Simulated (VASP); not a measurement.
# C (Pm-3n) in VASP: a series of runs

Runs on C. Level: PBE. Tasks: single point, relaxation of cell and atoms.

All numbers are computed with VASP 6.6.1; they aren't measurements. Logs are shortened: lines on timing, memory, paths and dates and some standing lists are left out, and cuts for length are marked.

### Step 1. The cell of the first run

The structure is cubic, space group Pm-3n (No. 223). Conventional cell: a = 3.858 Å, b = 3.858 Å, c = 3.858 Å, α = 90.00°, β = 90.00°, γ = 90.00°. C (site symmetry m-3) has 12 C at 2.16 Å within 2.9 Å. C (site symmetry -4m2) has 14 C at 1.93 to 2.36 Å within 2.6 Å.

### Step 2. Single point, PBE

File INCAR:

```
PREC     = Accurate       # precision mode
ENCUT    = 520            # plane-wave cutoff, eV
EDIFF    = 1E-6           # SCF threshold, eV
ISMEAR   = 0              # smearing method
SIGMA    = 0.1            # smearing width, eV
LREAL    = False          # projectors in reciprocal space
LASPH    = True           # aspherical terms in the spheres
NELM     = 100            # most SCF steps
ALGO     = Normal         # electronic algorithm
ISIF     = 2              # what is computed and relaxed
LWAVE    = False          # write WAVECAR
LCHARG   = False          # write CHGCAR
GGA      = PE             # functional
NBANDS   = 26             # bands
```

File KPOINTS:

```
regular mesh
0
Gamma
  4 4 4
```

File POSCAR:

```
C
1.0
    3.8576502482      0.0000000000      0.0000000000
    0.0000000000      3.8576502482      0.0000000000
    0.0000000000      0.0000000000      3.8576502482
C
8
Direct
    0.5000000000      0.5000000000      0.5000000000
    0.0000000000      0.0000000000      0.0000000000
    0.2500000000      0.0000000000      0.5000000000
    0.5000000000      0.2500000000      0.0000000000
    0.5000000000      0.7500000000      0.0000000000
    0.7500000000      0.0000000000      0.5000000000
    0.0000000000      0.5000000000      0.7500000000
    0.0000000000      0.5000000000      0.2500000000
```

Potentials or basis: VASP PAW PBE potentials, release 64 (C).

Launch:

```bash
cat potpaw_PBE.64/C/POTCAR > POTCAR
mpirun -np 1 vasp_std > vasp.out
```

OUTCAR:

```text
PREC = Accurate
   ENCUT = 520
   EDIFF = 1E-6
   ISMEAR = 0
   LREAL = False
   LASPH = True
   NELM = 100
   ISIF = 2
   GGA = PE

 ion  position               nearest neighbor table
   1  0.500  0.500  0.500-
   2  0.000  0.000  0.000-
   3  0.250  0.000  0.500-   6 1.93   6 1.93
   4  0.500  0.250  0.000-   5 1.93   5 1.93
   5  0.500  0.750  0.000-   4 1.93   4 1.93
   6  0.750  0.000  0.500-   3 1.93   3 1.93
   7  0.000  0.500  0.750-   8 1.93   8 1.93
   8  0.000  0.500  0.250-   7 1.93   7 1.93

  LATTYP: Found a simple cubic cell.
 ALAT       =     3.8576502482

  Lattice vectors:

 A1 = (   3.8576502482,   0.0000000000,   0.0000000000)
 A2 = (   0.0000000000,   3.8576502482,   0.0000000000)
 A3 = (   0.0000000000,   0.0000000000,   3.8576502482)

Analysis of symmetry for initial positions (statically):
=====================================================================
 Subroutine PRICEL returns:
 Original cell was already a primitive cell.

 Routine SETGRP: Setting up the symmetry group for a
 simple cubic supercell.

 Subroutine GETGRP returns: Found 48 space group operations
 (whereof 24 operations were pure point group operations)
 out of a pool of 48 trial point group operations.

The static configuration has the point symmetry T_h .
 The point group associated with its full space group is O_h .

Analysis of symmetry for dynamics (positions and initial velocities):
=====================================================================
 Subroutine PRICEL returns:
 Original cell was already a primitive cell.

 Routine SETGRP: Setting up the symmetry group for a
 simple cubic supercell.

 Subroutine GETGRP returns: Found 48 space group operations
 (whereof 24 operations were pure point group operations)
 out of a pool of 48 trial point group operations.

The dynamic configuration has the point symmetry T_h .
 The point group associated with its full space group is O_h .

 Subroutine INISYM returns: Found 48 space group operations
 (whereof 24 operations are pure point group operations),
 and found     1 'primitive' translations

----------------------------------------------------------------------------------------

                                     Primitive cell

  volume of cell :      57.4075

  direct lattice vectors                    reciprocal lattice vectors
     3.857650248  0.000000000  0.000000000     0.259225159  0.000000000  0.000000000
     0.000000000  3.857650248  0.000000000     0.000000000  0.259225159  0.000000000
     0.000000000  0.000000000  3.857650248     0.000000000  0.000000000  0.259225159

  length of vectors
     3.857650248  3.857650248  3.857650248     0.259225159  0.259225159  0.259225159

  position of ions in fractional coordinates (direct lattice)
     0.500000000  0.500000000  0.500000000
     0.000000000  0.000000000  0.000000000
     0.250000000  0.000000000  0.500000000
     0.500000000  0.250000000  0.000000000
     0.500000000  0.750000000  0.000000000
     0.750000000  0.000000000  0.500000000
     0.000000000  0.500000000  0.750000000
     0.000000000  0.500000000  0.250000000

  ion indices of the primitive-cell ions
   primitive index   ion index
                 1           1
                 2           2
                 3           3
                 4           4
                 5           5
                 6           6
                 7           7
                 8           8

----------------------------------------------------------------------------------------

 KPOINTS: regular mesh

Automatic generation of k-mesh.
 Grid dimensions read from file:
 generate k-points for:    4    4    4

 Generating k-lattice:

  Cartesian coordinates                     Fractional coordinates (reciprocal lattice)
     0.064806290  0.000000000  0.000000000     0.250000000  0.000000000  0.000000000
     0.000000000  0.064806290  0.000000000     0.000000000  0.250000000  0.000000000
     0.000000000  0.000000000  0.064806290     0.000000000  0.000000000  0.250000000

  Length of vectors
     0.064806290  0.064806290  0.064806290

  Shift w.r.t. Gamma in fractional coordinates (k-lattice)
     0.000000000  0.000000000  0.000000000

 Subroutine IBZKPT returns following result:
 ===========================================

 Found     10 irreducible k-points:

 Following reciprocal coordinates:
            Coordinates               Weight
  0.000000  0.000000  0.000000      1.000000
  0.250000  0.000000  0.000000      6.000000
  0.500000  0.000000  0.000000      3.000000
  0.250000  0.250000  0.000000     12.000000
  0.500000  0.250000  0.000000     12.000000
  0.500000  0.500000  0.000000      3.000000
  0.250000  0.250000  0.250000      8.000000
  0.500000  0.250000  0.250000     12.000000
  0.500000  0.500000  0.250000      6.000000
  0.500000  0.500000  0.500000      1.000000
   k-points           NKPTS =     10   k-points in BZ     NKDIM =     10   number of bands    NBANDS=     26
[... 33 lines left out ...]
   EFERMI_NEDOS =   21; number of points for ismear=-14 and -15
   IALGO  =     38    algorithm
   IMIX   =      4    mixing-type and parameters
     AMIX     =   0.40;   BMIX     =  1.00
     AMIX_MAG =   1.60;   BMIX_MAG =  1.00
  volume/ion in A,a.u.               =       7.18        48.43
  Fermi-wavevector in a.u.,A,eV,Ry     =   1.347313  2.546053 24.698023  1.815253
  Thomas-Fermi vector in A             =   2.475074
   LORBIT       =      0    0 simple, 1 ext, 2 COOP (PROOUT), +10 PAW based schemes
   GGA     = PE    functional components
   LHFCALC =     F    Hartree Fock is set to
   AEXX    =    0.0000 exact exchange contribution
   IVDW    =     0    specifies the selected vdW correction
   LEPSILON=     F    determine dielectric tensor
   LRPA    =     F    only Hartree local field effects (RPA)
 non-spin polarized calculation
 Gauss-broadening in eV      SIGMA  =   0.10
  energy-cutoff  :      520.00
  volume of cell :       57.41
 maximum number of plane-waves:      1568
 NGX is ok and might be reduce to    30
   NGX = 15   NGY = 15   NGZ = 15

 number of electron      32.0000001 magnetization

 Free energy of the ion-electron system (eV)
  ---------------------------------------------------
  ext. energy  EPLUGINS =         0.00000000
  ---------------------------------------------------
  free energy    TOTEN  =       -37.03906724 eV

  energy without entropy =      -37.00444558  energy(sigma->0) =      -37.02175641

 E-fermi :   7.6271     XC(G=0): -12.7687

 val. band max:        7.6158168015   @ k =   0.2500   0.0000   0.0000
 cond. band min:       7.6473654935   @ k =   0.5000   0.5000   0.2500
 fundamental gap:      0.0315486920
 Fermi energy:         7.6271326183

 k-point     1 :       0.0000    0.0000    0.0000
  band No.  band energies     occupation
      1     -11.1835      2.00000
      2      -3.5862      2.00000
      3      -3.5862      2.00000
      4      -3.4995      2.00000
      5      -2.1588      2.00000
      6      -2.1588      2.00000
[... 18 lines left out ...]
     25      12.1444      0.00000
     26      12.1444      0.00000

 k-point     2 :       0.2500    0.0000    0.0000
  band No.  band energies     occupation
      1     -10.6566      2.00000
      2      -6.5026      2.00000
      3      -3.1233      2.00000
      4      -3.0548      2.00000
      5      -1.6379      2.00000
      6      -1.6379      2.00000
[... 18 lines left out ...]
     25      12.5391      0.00000
     26      13.4848      0.00000

 k-point     3 :       0.5000    0.0000    0.0000
  band No.  band energies     occupation
      1      -9.0839      2.00000
      2      -9.0839      2.00000
      3      -1.8031      2.00000
      4      -1.8031      2.00000
      5      -1.5950      2.00000
      6      -1.5950      2.00000
[... 166 lines left out ...]
 k-point     9 :       0.5000    0.5000    0.2500
  band No.  band energies     occupation
      1      -6.5233      2.00000
      2      -6.5232      2.00000
      3      -6.4802      2.00000
      4      -6.4802      2.00000
      5      -2.6274      2.00000
      6      -2.5693      2.00000
[... 18 lines left out ...]
     25      11.2761      0.00000
     26      11.2763      0.00000

 k-point    10 :       0.5000    0.5000    0.5000
  band No.  band energies     occupation
      1      -5.0169      2.00000
      2      -5.0169      2.00000
      3      -5.0169      2.00000
      4      -5.0169      2.00000
      5      -5.0169      2.00000
      6      -5.0169      2.00000
[... 18 lines left out ...]
     25      10.1053      0.00000
     26      10.1053      0.00000

------------------------ aborting loop because EDIFF is reached ----------------------------------------

  FORCE on cell =-STRESS in cart. coord.  units (eV):
  Direction    XX          YY          ZZ          XY          YZ          ZX
  --------------------------------------------------------------------------------------
  -------------------------------------------------------------------------------------
  Total        0.0266293      0.0266293      0.0266293     -0.0000000     -0.0000000      0.0000000
  in kB        0.7431927      0.7431927      0.7431927     -0.0000000     -0.0000000      0.0000000
  external PRESSURE =       0.7431927 kB  Pullay stress =       0.0000000 kB

 VOLUME and BASIS-vectors are now :
 -----------------------------------------------------------------------------
  energy-cutoff  :      520.00
  volume of cell :       57.41
      direct lattice vectors                 reciprocal lattice vectors
     3.857650248  0.000000000  0.000000000     0.259225159  0.000000000  0.000000000
     0.000000000  3.857650248  0.000000000     0.000000000  0.259225159  0.000000000
     0.000000000  0.000000000  3.857650248     0.000000000  0.000000000  0.259225159

 POSITION                                       TOTAL-FORCE (eV/Angst)
 -----------------------------------------------------------------------------------
      1.92883      1.92883      1.92883        -0.000000     -0.000000     -0.000000
      0.00000      0.00000      0.00000        -0.000000     -0.000000     -0.000000
      0.96441      0.00000      1.92883         0.000000      0.000000      0.000000
      1.92883      0.96441      0.00000         0.000000     -0.000000      0.000000
      1.92883      2.89324      0.00000        -0.000000     -0.000000     -0.000000
      2.89324      0.00000      1.92883        -0.000000     -0.000000      0.000000
      0.00000      1.92883      2.89324         0.000000     -0.000000     -0.000000
      0.00000      1.92883      0.96441         0.000000      0.000000     -0.000000
 -----------------------------------------------------------------------------------
    total drift:                                0.000000      0.000000      0.000000

  FREE ENERGIE OF THE ION-ELECTRON SYSTEM (eV)
  ---------------------------------------------------
  free  energy   TOTEN  =       -37.0390672422 eV

  energy  without entropy=      -37.0044455757  energy(sigma->0) =      -37.02175641
```

It took 12 s on 1 thread of Intel Xeon Platinum 8259CL at 2.50GHz (Skylake/Cascade Lake), shared host; peak memory 0.15 GiB.

What came out:

* Free energy: -37.0391 eV
* Pressure: 0.1 GPa
* Band gap on the k mesh: zero (band 16 reaches 9.42 eV, above the bottom of band 17 at 6.55 eV)

Caveat: the k points lie up to 0.41 Å⁻¹ apart.

### Step 3. Single point, PBE

This run uses another cell than the first one, of 7.28 Å³/atom, 1.014 times its volume.

File INCAR:

```
SYSTEM = C
ALGO = Normal
EDIFF = 1E-6
ENCUT = 520
GGA = PE
ISIF = 2
ISMEAR = 0
LASPH = .True.
LCHARG = .False.
LREAL = .False.
LWAVE = .False.
NBANDS = 26
NELM = 80
PREC = Accurate
SIGMA = 0.1
```

File KPOINTS:

```
k-points
0
Gamma
  6 6 6
  0 0 0
```

File POSCAR:

```
C
1.0
    3.8760997157      0.0000000000      0.0000000000
    0.0000000000      3.8760997157      0.0000000000
    0.0000000000      0.0000000000      3.8760997157
C
8
Direct
    0.5000000000      0.5000000000      0.5000000000
    0.0000000000      0.0000000000      0.0000000000
    0.2500000000      1.0000000000      0.5000000000
    0.5000000000      0.2500000000      1.0000000000
    0.5000000000      0.7500000000      1.0000000000
    0.7500000000      1.0000000000      0.5000000000
    1.0000000000      0.5000000000      0.7500000000
    0.0000000000      0.5000000000      0.2500000000
```

Potentials or basis: VASP PAW PBE potentials, release 64 (C).

Launch:

```bash
cat potpaw_PBE.64/C/POTCAR > POTCAR
mpirun -np 1 vasp_std > vasp.out
```

It took 30 s on 1 thread of Intel Xeon Platinum 8259CL at 2.50GHz (Skylake/Cascade Lake), shared host; peak memory 0.16 GiB.

Results (log left out):

```yaml
Free_energy: -37.3473 eV
Pressure: 0.2 GPa
Band_gap_on_the_k_mesh: zero (band 16 reaches 9.17 eV, above the bottom of band 17 at 6.11 eV)
```

Levels at points of the mesh, in eV from the Fermi level:
```tsv
k point	band 14	band 15	band 16	band 17	band 18	band 19
(0.00, 0.00, 0.00)	-2.93	-2.93	-2.93	-0.89	-0.89	-0.89
(0.50, 0.00, 0.00)	-2.00	-1.02	-1.02	-0.20	-0.20	0.70
(0.50, 0.50, 0.00)	-0.26	0.49	0.49	0.64	0.64	1.25
(0.50, 0.50, 0.50)	0.54	1.59	1.59	2.08	2.08	2.08
```

### Step 4. Relaxation of cell and atoms, PBE

This run uses another cell than the first one, of 11.06 Å³/atom, 1.541 times its volume.

File INCAR:

```
SYSTEM = C
PREC = Accurate ; ENCUT = 600
EDIFF = 1E-7 ; ISMEAR = 0
SIGMA = 0.1 ; LREAL = .FALSE.
LASPH = .TRUE. ; NELM = 80
ALGO = Normal ; ISIF = 3
LWAVE = .FALSE. ; LCHARG = .FALSE.
GGA = PE ; IBRION = 2
NSW = 90 ; EDIFFG = -0.04
```

File KPOINTS:

```
Automatic mesh
0
G
  4 4 4
  0 0 0
```

File POSCAR:

```
C
1.0
    4.4554321148      0.0000000000      0.0000000000
    0.0000000000      4.4554321148      0.0000000000
    0.0000000000      0.0000000000      4.4554321148
C
8
Direct
    0.5000000000      0.5000000000      0.5000000000
    0.0000000000      0.0000000000      0.0000000000
    0.2500000000      0.0000000000      0.5000000000
    0.5000000000      0.2500000000      0.0000000000
    0.5000000000      0.7500000000      0.0000000000
    0.7500000000      0.0000000000      0.5000000000
    0.0000000000      0.5000000000      0.7500000000
    0.0000000000      0.5000000000      0.2500000000
```

Launch:

```bash
cat potpaw_PBE.64/C/POTCAR > POTCAR
mpirun -np 1 vasp_std > vasp.out
```

Wall time 99 s (1 thread of Intel Xeon Platinum 8259CL at 2.50GHz (Skylake/Cascade Lake), shared host); peak memory 0.2 GiB.

The run converged. Its results:

| Quantity | Value |
| --- | --- |
| Free energy | -37.0844 eV |
| Relaxed volume | 7.18 Å³/atom |
| Relaxed cell | a = 3.858 Å, b = 3.858 Å, c = 3.858 Å, α = 90.00°, β = 90.00°, γ = 90.00° |
| Space group after relaxing (to 0.05 Å) | Pm-3n (No. 223) |
| Energy gained by relaxing | 443.8 meV/atom |
| Ionic steps | 5 |
| Pressure after relaxing | -0.2 GPa |
| Band gap on the k mesh | zero (band 16 reaches 9.41 eV, above the bottom of band 17 at 6.54 eV) |

Step by step:
| step | energy change (eV) | largest force (eV/Å) | pressure (GPa) | volume (Å³) |
| --- | --- | --- | --- | --- |
| 1 | 0.0000 | 0.0000 | -27.46 | 88.44 |
| 2 | -3.0912 | 0.0000 | -13.83 | 66.34 |
| 3 | -3.5169 | 0.0000 | -4.94 | 59.50 |
| 4 | -3.5434 | 0.0000 | 2.55 | 56.45 |
| 5 | -3.5507 | 0.0000 | -0.16 | 57.44 |

Final structure:
```
CELL_PARAMETERS angstrom
3.85847 0.00000 0.00000
0.00000 3.85847 0.00000
0.00000 0.00000 3.85847
ATOMIC_POSITIONS crystal
C 0.50000 0.50000 0.50000
C 0.00000 0.00000 0.00000
C 0.25000 0.00000 0.50000
C 0.50000 0.25000 0.00000
C 0.50000 0.75000 0.00000
C 0.75000 0.00000 0.50000
C 0.00000 0.50000 0.75000
C 0.00000 0.50000 0.25000
```

Levels at points of the mesh, in eV from the Fermi level:
| k point | band 12 | band 13 | band 14 | band 15 | band 16 | band 17 | band 18 | band 19 | band 20 | band 21 |
| --- | --- | --- | --- | --- | --- | --- | --- | --- | --- | --- |
| (0.00, 0.00, 0.00) | -3.04 | -3.04 | -2.76 | -2.76 | -2.76 | -0.79 | -0.79 | -0.79 | -0.32 | 3.13 |
| (0.50, 0.00, 0.00) | -3.19 | -1.84 | -1.84 | -0.89 | -0.89 | -0.09 | -0.09 | 0.83 | 0.83 | 2.95 |
| (0.50, 0.50, 0.00) | -4.80 | -0.29 | -0.11 | 0.64 | 0.64 | 0.79 | 0.79 | 1.37 | 1.79 | 2.69 |
| (0.50, 0.50, 0.50) | 0.71 | 0.71 | 0.71 | 1.79 | 1.79 | 2.24 | 2.24 | 2.24 | 2.24 | 2.48 |

Caveat: the volume moved by over 15 % at a fixed basis, so the end points are rough.

### Step 5. Single point, PBE

This run uses another cell than the first one, of 7.28 Å³/atom, 1.014 times its volume.

File INCAR:

```
SYSTEM = C
PREC = Accurate
ENCUT = 520
EDIFF = 1E-7
ISMEAR = 0
SIGMA = 0.1
LREAL = .False.
LASPH = .True.
NELM = 80
ALGO = Normal
ISIF = 2
LWAVE = .False.
LCHARG = .False.
GGA = PE
NBANDS = 26
```

File KPOINTS:

```
Automatic mesh
0
Gamma
  10 10 10
  0 0 0
```

Edit POSCAR of step 4 so:

```diff
@@ -2,5 +2,5 @@
 1.0
-    4.4554321148      0.0000000000      0.0000000000
-    0.0000000000      4.4554321148      0.0000000000
-    0.0000000000      0.0000000000      4.4554321148
+    3.8760997157      0.0000000000      0.0000000000
+    0.0000000000      3.8760997157      0.0000000000
+    0.0000000000      0.0000000000      3.8760997157
 C
```

Launch:

```bash
cat potpaw_PBE.64/C/POTCAR > POTCAR
mpirun -np 1 vasp_std > vasp.out
```

It took 91 s on 1 thread of Intel Xeon Platinum 8259CL at 2.50GHz (Skylake/Cascade Lake), shared host; peak memory 0.19 GiB.

It converged, with:

* Free energy: -37.4167 eV
* Pressure: 0.1 GPa
* Band gap on the k mesh: zero (band 16 reaches 9.17 eV, above the bottom of band 17 at 6.12 eV)

Levels at points of the mesh, in eV from the Fermi level:
```tsv
k point	band 12	band 13	band 14	band 15	band 16	band 17	band 18	band 19	band 20	band 21
(0.00, 0.00, 0.00)	-3.16	-3.16	-2.97	-2.97	-2.97	-0.93	-0.93	-0.93	-0.51	2.92
(0.50, 0.00, 0.00)	-3.36	-2.04	-2.04	-1.06	-1.06	-0.25	-0.25	0.66	0.66	2.73
(0.50, 0.50, 0.00)	-4.89	-0.49	-0.31	0.45	0.45	0.60	0.60	1.20	1.62	2.49
(0.50, 0.50, 0.50)	0.49	0.49	0.49	1.55	1.55	2.04	2.04	2.04	2.04	2.28
```

### Step 6. Overview

```tsv
task	cell	k mesh	cutoff (eV)	gap on the mesh (eV)	pressure (GPa)
single point	a = 3.858 Å, 8 atoms	4 × 4 × 4	520	none	0.1
single point	a = 3.876 Å, 8 atoms	6 × 6 × 6	520	none	0.2
relaxation of cell and atoms	relaxed from a = 4.455 Å, 8 atoms	4 × 4 × 4	600	none	-0.2
single point	a = 3.876 Å, 8 atoms	10 × 10 × 10	520	none	0.1
```

Alike in all rows: level PBE; potentials or basis VASP PAW PBE potentials, release 64 (C); no spin polarisation; smearing gaussian 0.1 eV.

Caveats: some runs use coarse meshes; the volume moved by over 15 % at a fixed basis, so the end points are rough (some runs).

Total energies depend on the potentials used, so only differences within one code and one set of settings carry meaning.
